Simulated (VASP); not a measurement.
# Se (P-1) in VASP: relaxation of the atoms with BLYP+D4

Aim: the relaxation of the atoms of Se with BLYP+D4.

All numbers are computed with VASP 6.6.1; they aren't measurements. Logs are shortened: lines on timing, memory, paths and dates and some standing lists are left out, and cuts for length are marked.

### 1 The cell of the first run

The typed cell holds 1 atom: a = 2.790 Å, b = 2.800 Å, c = 2.843 Å, α = 89.79°, β = 90.13°, γ = 88.15°.

### 2 Relaxation of the atoms, BLYP+D4 (the cell strained at random)

INCAR

```
SYSTEM = Se
PREC = Accurate
ENCUT = 520
EDIFF = 1E-7
ISMEAR = 0
SIGMA = 0.05
LREAL = .FALSE.
LASPH = .TRUE.
NELM = 100
ALGO = Normal
ISIF = 2
LWAVE = .FALSE.
LCHARG = .FALSE.
GGA = B5
ALDAX = 1.0
AGGAX = 1.0
AGGAC = 1.0
ALDAC = 0.0
IVDW = 13
VDW_S6 = 1.0
VDW_S8 = 2.34076671
VDW_A1 = 0.44488865
VDW_A2 = 4.0933009
IBRION = 2
NSW = 80
EDIFFG = -0.01
```

KPOINTS

```
regular mesh
0
G
  9 9 9
  0 0 0
```

POSCAR

```
Se
1.0
    2.7895160000      0.0450880000     -0.0033490000
    0.0450880000      2.7997670000      0.0051240000
   -0.0033490000      0.0051240000      2.8434420000
Se
1
Direct
    0.0452770000      0.0008780000     -0.0072040000
```

Potentials or basis: VASP PAW PBE potentials, release 64 (Se).

Launch:

```bash
$ cat potpaw_PBE.64/Se/POTCAR > POTCAR
$ mpirun -np 1 vasp_std > vasp.out
```

OUTCAR:

```text
SYSTEM = Se
   PREC = Accurate
   ENCUT = 520
   EDIFF = 1E-7
   ISMEAR = 0
   LREAL = .FALSE.
   LASPH = .TRUE.
   NELM = 100
   ISIF = 2
   GGA = B5
   IVDW = 13
   IBRION = 2
   NSW = 80
   EDIFFG = -0.01

 ion  position               nearest neighbor table
   1  0.045  0.001  0.993-

  LATTYP: Found a triclinic cell.
 ALAT       =     3.8884718376
 B/A-ratio  =     0.7174752679
 C/A-ratio  =     0.7312509150
 COS(alpha) =     0.0023489236
 COS(beta)  =     0.0042868739
 COS(gamma) =     0.6942466887

  Lattice vectors:

 A1 = (  -2.7444280000,   2.7546790000,   0.0084730000)
 A2 = (  -2.7895160000,  -0.0450880000,   0.0033490000)
 A3 = (  -0.0033490000,   0.0051240000,   2.8434420000)

Analysis of symmetry for initial positions (statically):
=====================================================================
 Subroutine PRICEL returns:
 Original cell was already a primitive cell.

 Routine SETGRP: Setting up the symmetry group for a
 triclinic supercell.

 Subroutine GETGRP returns: Found  2 space group operations
 (whereof  1 operations were pure point group operations)
 out of a pool of  2 trial point group operations.

The static configuration has the point symmetry C_1 .
 The point group associated with its full space group is S_2 .

Analysis of symmetry for dynamics (positions and initial velocities):
=====================================================================
 Subroutine PRICEL returns:
 Original cell was already a primitive cell.

 Routine SETGRP: Setting up the symmetry group for a
 triclinic supercell.

 Subroutine GETGRP returns: Found  2 space group operations
 (whereof  1 operations were pure point group operations)
 out of a pool of  2 trial point group operations.

The dynamic configuration has the point symmetry C_1 .
 The point group associated with its full space group is S_2 .

 Subroutine INISYM returns: Found  2 space group operations
 (whereof  1 operations are pure point group operations),
 and found     1 'primitive' translations

----------------------------------------------------------------------------------------

                                     Primitive cell

  volume of cell :      22.2014

  direct lattice vectors                    reciprocal lattice vectors
     2.789516000  0.045088000 -0.003349000     0.358578998 -0.005775419  0.000432741
     0.045088000  2.799767000  0.005124000    -0.005775419  0.357266778 -0.000650612
    -0.003349000  0.005124000  2.843442000     0.000432741 -0.000650612  0.351688124

  length of vectors
     2.789882373  2.800134718  2.843448589     0.358625766  0.357314049  0.351688992

  position of ions in fractional coordinates (direct lattice)
     0.045277000  0.000878000  0.992796000

  ion indices of the primitive-cell ions
   primitive index   ion index
                 1           1

----------------------------------------------------------------------------------------

 KPOINTS: regular mesh

Automatic generation of k-mesh.
 Grid dimensions read from file:
 generate k-points for:    9    9    9

 Generating k-lattice:

  Cartesian coordinates                     Fractional coordinates (reciprocal lattice)
     0.039842111 -0.000641713  0.000048082     0.111111111  0.000000000  0.000000000
    -0.000641713  0.039696309 -0.000072290     0.000000000  0.111111111  0.000000000
     0.000048082 -0.000072290  0.039076458     0.000000000  0.000000000  0.111111111

  Length of vectors
     0.039847307  0.039701561  0.039076555

  Shift w.r.t. Gamma in fractional coordinates (k-lattice)
     0.000000000  0.000000000  0.000000000

 Subroutine IBZKPT returns following result:
 ===========================================

 Found    365 irreducible k-points:

 Following reciprocal coordinates:
            Coordinates               Weight
  0.000000  0.000000  0.000000      1.000000
  0.111111 -0.000000  0.000000      2.000000
  0.222222  0.000000  0.000000      2.000000
  0.333333 -0.000000 -0.000000      2.000000
  0.444444  0.000000  0.000000      2.000000
 -0.000000  0.111111  0.000000      2.000000
[... 16 lines left out ...]
 -0.111111  0.222222  0.000000      2.000000
 -0.000000  0.333333  0.000000      2.000000
 [... further k-points ...]
   k-points           NKPTS =    365   k-points in BZ     NKDIM =    365   number of bands    NBANDS=      7
   number of dos      NEDOS =    301   number of ions     NIONS =      1
   total plane-waves  NPLWV =  13824
   dimension x,y,z NGX =    24 NGY =   24 NGZ =   24
   dimension x,y,z NGXF=    48 NGYF=   48 NGZF=   48
   ions per type =               1
   NGX,Y,Z   is equivalent  to a cutoff of  14.30, 14.25, 14.03 a.u.
   NGXF,Y,Z  is equivalent  to a cutoff of  28.60, 28.50, 28.06 a.u.
 SYSTEM =  Se
   PREC   = accura    normal or accurate (medium, high low for compatibility)
   ISTART =      0    job   : 0-new  1-cont  2-samecut
   ICHARG =      2    charge: 1-file 2-atom 10-const
   ISPIN  =      1    spin polarized calculation?
   LNONCOLLINEAR =      F non collinear calculations
   LSORBIT =      F    spin-orbit coupling
   LASPH  =      T    aspherical Exc in radial PAW
   ENCUT  =  520.0 eV  38.22 Ry    6.18 a.u.   5.19  5.21  5.29*2*pi/ulx,y,z
   NELM   =    100;   NELMIN=  2; NELMDL= -5     # of ELM steps
   EDIFF  = 0.1E-06   stopping-criterion for ELM
   LREAL  =      F    real-space projection
   EDIFFG = -.1E-01   stopping-criterion for IOM
   NSW    =     80    number of steps for IOM
   IBRION =      2    ionic relax: 0-MD 1-quasi-New 2-CG
   NFREE  =      1    steps in history (QN), initial steepest desc. (CG)
   ISIF   =      2    stress and relaxation
   ISYM   =      2    0-nonsym 1-usesym 2-fastsym
   POTIM  = 0.5000    time-step for ionic-motion
   TEBEG  =    0.0;   TEEND  =   0.0 temperature during run
   PSTRESS=    0.0 pullay stress
   NELECT =       6.0000    total number of electrons
   NUPDOWN=      -1.0000    fix difference up-down
   EMIN   =  10.00;   EMAX   =-10.00  energy-range for DOS
   EFERMI =   0.00;   METHOD = LEGACY
   ISMEAR =     0;   SIGMA  =   0.05  broadening in eV -4-tet -1-fermi 0-gaus
   EFERMI_NEDOS =   21; number of points for ismear=-14 and -15
   IALGO  =     38    algorithm
   IMIX   =      4    mixing-type and parameters
     AMIX     =   0.40;   BMIX     =  1.00
     AMIX_MAG =   1.60;   BMIX_MAG =  1.00
  volume/ion in A,a.u.               =      22.20       149.82
  Fermi-wavevector in a.u.,A,eV,Ry     =   1.058438  2.000157 15.242472  1.120290
  Thomas-Fermi vector in A             =   2.193747
   LORBIT       =      0    0 simple, 1 ext, 2 COOP (PROOUT), +10 PAW based schemes
   GGA     = B5    functional components
   LHFCALC =     F    Hartree Fock is set to
   AEXX    =    0.0000 exact exchange contribution
   IVDW    =    13    specifies the selected vdW correction
   LEPSILON=     F    determine dielectric tensor
   LRPA    =     F    only Hartree local field effects (RPA)
 conjugate gradient relaxation of ions
 non-spin polarized calculation
 Gauss-broadening in eV      SIGMA  =   0.05
  energy-cutoff  :      520.00
  volume of cell :       22.20
 maximum number of plane-waves:       610
 NGX is ok and might be reduce to    24
   NGX = 11   NGY = 11   NGZ = 11

 number of electron       6.0000001 magnetization

 Free energy of the ion-electron system (eV)
  ---------------------------------------------------
  ext. energy  EPLUGINS =         0.00000000
  ---------------------------------------------------
  free energy    TOTEN  =        -2.70402744 eV

  energy without entropy =       -2.70307056  energy(sigma->0) =       -2.70354900

 E-fermi :   5.3415     XC(G=0):  -9.3520

 val. band max:        5.3407049415   @ k =  -0.2222  -0.4444   0.3333
 cond. band min:       5.3447839197   @ k =   0.4444   0.2222   0.3333
 fundamental gap:      0.0040789783
 Fermi energy:         5.3415481962

 k-point     1 :       0.0000    0.0000    0.0000
  band No.  band energies     occupation
      1     -10.8506      2.00000
      2       6.4171      0.00000
      3       6.7664      0.00000
      4       6.9666      0.00000
      5      13.0537      0.00000
      6      13.3500      0.00000
      7      13.7746      0.00000

 k-point     2 :       0.1111   -0.0000    0.0000
  band No.  band energies     occupation
      1     -10.6687      2.00000
      2       5.2260      1.99892
      3       6.5612      0.00000
      4       6.9620      0.00000
      5      13.2570      0.00000
      6      13.7150      0.00000
      7      15.6570      0.00000

 k-point     3 :       0.2222    0.0000    0.0000
  band No.  band energies     occupation
      1     -10.1507      2.00000
      2       2.4565      2.00000
      3       6.9556      0.00000
      4       7.3434      0.00000
      5      13.8063      0.00000
      6      14.3444      0.00000
      7      19.2022      0.00000

 k-point     4 :       0.3333   -0.0000   -0.0000
  band No.  band energies     occupation
      1      -9.4109      2.00000
      2       0.0301      2.00000
      3       7.4717      0.00000
      4       7.8443      0.00000
      5      14.5914      0.00000
      6      15.3625      0.00000
      7      20.0371      0.00000

 k-point     5 :       0.4444    0.0000    0.0000
  band No.  band energies     occupation
      1      -8.7712      2.00000
      2      -1.4831      2.00000
      3       7.8631      0.00000
      4       8.2233      0.00000
      5      15.2670      0.00000
      6      16.6956      0.00000
      7      18.6780      0.00000
[... 161 lines left out ...]
 k-point    22 :      -0.2222    0.2222    0.0000
  band No.  band energies     occupation
      1      -9.4349      2.00000
      2       2.9029      2.00000
      3       3.0000      2.00000
      4       7.4902      0.00000
      5      14.6060      0.00000
      6      16.8430      0.00000
      7      20.3850      0.00000

 k-point    23 :      -0.1111    0.2222    0.0000
  band No.  band energies     occupation
      1      -9.9651      2.00000
      2       2.5213      2.00000
      3       5.6956      0.00000
      4       7.0971      0.00000
      5      14.0722      0.00000
      6      16.3626      0.00000
      7      19.0703      0.00000

 k-point    24 :      -0.0000    0.3333    0.0000
  band No.  band energies     occupation
      1      -9.4378      2.00000
      2       0.0226      2.00000
      3       7.4506      0.00000
      4       7.9166      0.00000
      5      14.5743      0.00000
      6      15.4309      0.00000
      7      20.0399      0.00000

 [... further k-points ...]

------------------------ aborting loop because EDIFF is reached ----------------------------------------

  DFT-D4 for vdW energy calculation

  Edisp (eV):   -0.83343

  FORCE on cell =-STRESS in cart. coord.  units (eV):
  Direction    XX          YY          ZZ          XY          YZ          ZX
  --------------------------------------------------------------------------------------
  -------------------------------------------------------------------------------------
  Total       0.26846     0.34799     0.21536    -0.01866    -0.00051    -0.00070
  in kB      19.37360    25.11269    15.54126    -1.34672    -0.03676    -0.05034
  external pressure =       20.01 kB  Pullay stress =        0.00 kB

 VOLUME and BASIS-vectors are now :
 -----------------------------------------------------------------------------
  energy-cutoff  :      520.00
  volume of cell :       22.20
      direct lattice vectors                 reciprocal lattice vectors
     2.789516000  0.045088000 -0.003349000     0.358578998 -0.005775419  0.000432741
     0.045088000  2.799767000  0.005124000    -0.005775419  0.357266778 -0.000650612
    -0.003349000  0.005124000  2.843442000     0.000432741 -0.000650612  0.351688124

 POSITION                                       TOTAL-FORCE (eV/Angst)
 -----------------------------------------------------------------------------------
      0.12302      0.00959      2.82281         0.000000      0.000000      0.000000
 -----------------------------------------------------------------------------------
    total drift:                               -0.000000     -0.000000      0.000000

  FREE ENERGIE OF THE ION-ELECTRON SYSTEM (eV)
  ---------------------------------------------------
  free  energy   TOTEN  =        -3.5374534928 eV

  energy  without entropy=       -3.5364966146  energy(sigma->0) =       -3.53697505

 reached required accuracy - stopping structural energy minimisation
```

It took 47 s on 1 thread of AMD EPYC 7R43 (Zen 3), shared host; peak memory 0.15 GiB.

What came out:

```
Free energy                : -3.5375 eV
Pressure after relaxing    : 2.0 GPa
Band gap on the k mesh     : zero (bands 3 and 4 overlap by 5.85 eV)
Dispersion energy per atom : -0.833 eV
```

Final structure:
```xyz
1
Lattice="2.7895 0.0451 -0.0033 0.0451 2.7998 0.0051 -0.0033 0.0051 2.8434" Properties=species:S:1:pos:R:3 pbc="T T T"
Se    0.1230    0.0096    2.8228
```

Caveat: the cell differs from its parent crystal (the cell strained at random); the PAW data sets were made with another functional, which shifts forces and pressure a little.
